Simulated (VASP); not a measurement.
Set up this calculation in VASP 6.6.1, as the native input.

| Item | Value |
| --- | --- |
| Task | single point |
| Functional | PBE |
| Potentials or basis | VASP PAW PBE potentials, release 64 (Nb_sv) |
| Cutoff | 520 eV |
| k mesh | 6 × 6 × 6 |
| Occupations | gaussian, width 0.1 eV |
| Spin | no spin polarisation |
| Dipole correction | no |
| Further INCAR settings | ALGO = Normal; EDIFF = 1e-06; NBANDS = 20 |

The structure of Nb lies in POSCAR:

```
Nb
1.0
    1.5759625023      0.9098823749      4.3573901470
   -1.5759625023      0.9098823749      4.3573901470
    0.0000000000     -1.8197647499      4.3573901469
Nb
2
Direct
    0.2500165274      0.2500165274      0.2500165274
    0.7499834726      0.7499834726      0.7499834726
```

These files were run (other wordings do the same):

INCAR

```
PREC = Accurate ; ENCUT = 520
EDIFF = 1E-6 ; ISMEAR = 0
SIGMA = 0.1 ; LREAL = False
LASPH = True ; NELM = 60
ALGO = Normal ; ISIF = 2
LWAVE = False ; LCHARG = True
GGA = PE ; LELF = True
LVHAR = True ; NBANDS = 20
```

KPOINTS

```
regular mesh
0
Gamma
  6 6 6
```

Potentials or basis: VASP PAW PBE potentials, release 64 (Nb_sv).

Command:

```console
$ cat potpaw_PBE.64/Nb_sv/POTCAR > POTCAR
$ mpirun -np 1 vasp_std > vasp.out
```

It gave:

```yaml
Pressure: -0.4 GPa
Largest_force: 0.004 eV/Å
Band_gap_on_the_k_mesh: zero (band 13 reaches 11.92 eV, above the bottom of band 14 at 10.22 eV)
```

Caveat: the k points lie up to 0.39 Å⁻¹ apart.

Run time: 42 s on 1 thread of Intel(R) Xeon(R) Platinum 8375C CPU @ 2.90GHz (Ice Lake) (shared host), peak memory 0.2 GiB.
